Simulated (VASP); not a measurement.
Here is a VASP 6.6.1 calculation.

File INCAR:

```
PREC = Accurate
ENCUT = 520
EDIFF = 1E-7
ISMEAR = -1
SIGMA = 0.01
LREAL = Auto
LASPH = True
NELM = 100
ALGO = Normal
ISIF = 2
LWAVE = False
LCHARG = False
GGA = PE
NBANDS = 46
```

The input KPOINTS:

```
Automatic mesh
0
Gamma
  2 2 3
```

Contents of POSCAR:

```
AlN
1.0
    6.2595139146      0.0000000574      0.0000000000
   -3.1297570070      5.4208980367      0.0000000000
    0.0000000000      0.0000000000      5.0174032967
Al N
8 8
Direct
    0.3333333333      0.1666666667      0.4992353700
    0.1666666667      0.3333333333      0.9992353700
    0.3333333333      0.6666666667      0.4992353700
    0.1666666667      0.8333333333      0.9992353700
    0.8333333333      0.1666666667      0.4992353700
    0.6666666667      0.3333333333      0.9992353700
    0.8333333333      0.6666666667      0.4992353700
    0.6666666667      0.8333333333      0.9992353700
    0.3333333333      0.1666666667      0.8807646300
    0.1666666667      0.3333333333      0.3807646300
    0.3333333333      0.6666666667      0.8807646300
    0.1666666667      0.8333333333      0.3807646300
    0.8333333333      0.1666666667      0.8807646300
    0.6666666667      0.3333333333      0.3807646300
    0.8333333333      0.6666666667      0.8807646300
    0.6666666667      0.8333333333      0.3807646300
```

Potentials or basis: VASP PAW PBE potentials, release 64 (Al, N).

The run is started by

```console
$ cat potpaw_PBE.64/Al/POTCAR potpaw_PBE.64/N/POTCAR > POTCAR
$ mpirun -np 1 vasp_std > vasp.out
```

Task: Estimate the pressure.

Result: -0.2 GPa.

Task: Estimate the largest force.

Result: 0.012 eV/Å.

Task: Estimate the band gap on the k mesh.

Result: 4.04 eV.

Forces in eV/Å, atoms in the order of the input:
```
Al   0.000  0.000 -0.012
Al   0.000  0.000 -0.012
Al   0.000  0.000 -0.012
Al   0.000  0.000 -0.012
Al   0.000  0.000 -0.012
Al   0.000  0.000 -0.012
Al   0.000  0.000 -0.012
Al   0.000  0.000 -0.012
N    0.000  0.000  0.012
N    0.000  0.000  0.012
N    0.000  0.000  0.012
N    0.000  0.000  0.012
N    0.000  0.000  0.012
N    0.000  0.000  0.012
N    0.000  0.000  0.012
N    0.000  0.000  0.012
```

Caveat: the k points lie up to 0.58 Å⁻¹ apart.
